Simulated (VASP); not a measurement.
A run of VASP 6.6.1 is set up as follows.

File INCAR:

```
  ALGO = Normal
  EDIFF = 1E-6
  EDIFFG = -0.01
  ENCUT = 600
  GGA = PE
  IBRION = 2
  ISIF = 3
  ISMEAR = 0
  LASPH = T
  LCHARG = F
  LREAL = F
  LWAVE = F
  NELM = 60
  NSW = 100
  PREC = Accurate
  SIGMA = 0.1
```

The input KPOINTS:

```
k-points
0
Gamma
  12 12 10
```

POSCAR

```
NaTaSe2
1.0
    3.8488781616      0.0000000000      0.0000000000
    0.0000000000      3.8488781616      0.0000000000
    0.0000000000      0.0000000000      5.3290467471
Na Ta Se
1 1 2
Direct
    0.0000000000      0.0000000000      0.5000000000
    0.5000000000      0.5000000000      0.0000000000
    0.5000000000      0.5000000000      0.5000000000
    0.0000000000      0.0000000000      0.0000000000
```

Potentials or basis: VASP PAW PBE potentials, release 64 (Na_pv, Ta_pv, Se).

Command:

```sh
$ cat potpaw_PBE.64/Na_pv/POTCAR potpaw_PBE.64/Ta_pv/POTCAR potpaw_PBE.64/Se/POTCAR > POTCAR
$ mpirun -np 1 vasp_std > vasp.out
```

Problem. Predict the space group after relaxing (to 0.1 Å).

Solution. P4/mmm (No. 123).

Problem. Predict the relaxed volume.

Solution. 19.87 Å³/atom.

Problem. Predict the band gap on the k mesh.

Solution. Zero (bands 15 and 16 overlap by 2.41 eV).

Final structure:
```yaml
crystal:
  lattice:
    - [3.87048, 0.00000, 0.00000]
    - [0.00000, 3.87048, 0.00000]
    - [0.00000, 0.00000, 5.30431]
  atoms:
    - { symbol: Na, position: [0.00000, 0.00000, 0.50000] }
    - { symbol: Ta, position: [0.50000, 0.50000, 0.00000] }
    - { symbol: Se, position: [0.50000, 0.50000, 0.50000] }
    - { symbol: Se, position: [0.00000, 0.00000, 0.00000] }
```

Caveat: spin-orbit coupling is left out, which moves the levels of the heavy elements.
